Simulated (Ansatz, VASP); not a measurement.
# Two plane-wave programs on Cu

```xyz
1
Lattice="-1.4428 1.4428 1.3761 1.4428 -1.4428 1.3761 1.4428 1.4428 -1.3761" Properties=species:S:1:pos:R:3 pbc="T T T"
Cu    0.0000    0.0000    0.0000
```

Alike in both runs: task single point; functional PBEsol; k mesh 10 × 10 × 10; occupations gaussian, width 0.05 eV; no spin polarisation.

```csv
,VASP,Ansatz
version,VASP 6.6.1,Ansatz 0.2.0
potentials or method,"VASP PAW PBE potentials, release 64 (Cu), cutoff 520 eV","scalar-relativistic, plane waves, PAW"
valence electrons in the cell,11,19
```

```tsv
	VASP	Ansatz	Ansatz less VASP
gap on the k mesh at the Fermi level (eV)	none	none	-
pressure (GPa)	-0.8	-1.5	-0.75
traceless stress, the component that is largest in VASP (GPa)	-0.86	-0.73	+0.132
```

VASP's potentials were made for PBE, not for PBEsol. A gap of «none» marks a metal or a gap that the smearing closes. VASP's potentials hold 11 valence electrons a cell and Ansatz's 19, so a difference there can come from the potentials and not from the codes.
